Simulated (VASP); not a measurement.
Pt: single point with LDA

Pt:

```
CELL_PARAMETERS angstrom
0.00000 2.78645 2.78645
2.78645 0.00000 2.78645
2.78645 2.78645 0.00000
ATOMIC_POSITIONS crystal
Pt 0.12500 0.12500 0.12500
Pt 0.87500 0.87500 0.87500
```

This cell differs from its parent crystal: volume scaled by 0.96.

| Quantity | Value |
| --- | --- |
| Program | VASP 6.6.1 |
| Task | single point |
| Functional | LDA |
| Potentials or basis | VASP PAW LDA potentials, release 64 (Pt) |
| Cutoff | 520 eV |
| k mesh | 11 × 11 × 11 |
| Occupations | fermi-dirac, width 0.1 eV |
| Spin | no spin polarisation |
| Dipole correction | no |
| Further INCAR settings | ALGO = Normal; EDIFF = 1e-07; NBANDS = 17 |

```
Pressure               : 6.5 GPa
Band gap on the k mesh : zero (band 10 reaches 6.47 eV, above the bottom of band 11 at 5.78 eV)
```

Levels at points of the mesh, in eV from the Fermi level:
| k point | band 8 | band 9 | band 10 | band 11 | band 12 | band 13 |
| --- | --- | --- | --- | --- | --- | --- |
| (0.00, 0.00, 0.00) | -2.18 | -2.18 | -0.04 | -0.04 | 10.82 | 10.90 |

It took 18 s on 1 thread of Intel(R) Xeon(R) 6975P-C (Granite Rapids), with other jobs on the host, peak memory 0.16 GiB.

Caveat: spin-orbit coupling is left out, which moves the levels of the heavy elements.
